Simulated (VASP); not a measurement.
Crystal: V.

```
V
1.0
    -1.51435    1.51435    1.51435
     1.51435   -1.51435    1.51435
     1.51435    1.51435   -1.51435
V
1
Direct
  0.00000 0.00000 0.00000
```

- Program: VASP 6.6.1
- Task: relaxation of cell and atoms
- Functional: revPBE
- Dispersion: D3(BJ)
- Potentials or basis: VASP PAW PBE potentials, release 64 (V_sv)
- Cutoff: 600 eV
- k mesh: 12 × 12 × 12
- Occupations: fermi-dirac, width 0.05 eV
- Spin: collinear spin, ferromagnetic start
- Starting moments: [2.0] μB

At the start: pressure -17.2 GPa; volume 13.89 Å³/atom.

Question: Where does the relaxation end?

Answer: Over 4 steps the energy falls by 79.1 meV/atom and the volume is 12.52 Å³/atom (-9.8 %); space group Im-3m (No. 229, to 0.05 Å); moment 0.00 μB per cell.

The path:
```csv
step,energy change (eV),largest force (eV/Å),pressure (GPa),volume (Å³)
1,0.0000,0.0000,-17.15,13.89
2,0.0411,0.0000,30.31,11.11
3,-0.0790,0.0000,-0.53,12.55
4,-0.0791,0.0000,0.02,12.52
```

Final structure:
```
V
1.0
    -1.46295    1.46295    1.46295
     1.46295   -1.46295    1.46295
     1.46295    1.46295   -1.46295
V
1
Direct
  0.00000 0.00000 0.00000
```

Caveat: the PAW data sets were made with another functional, which shifts forces and pressure a little; pairwise dispersion overbinds metals, which lowers pressure and volume.
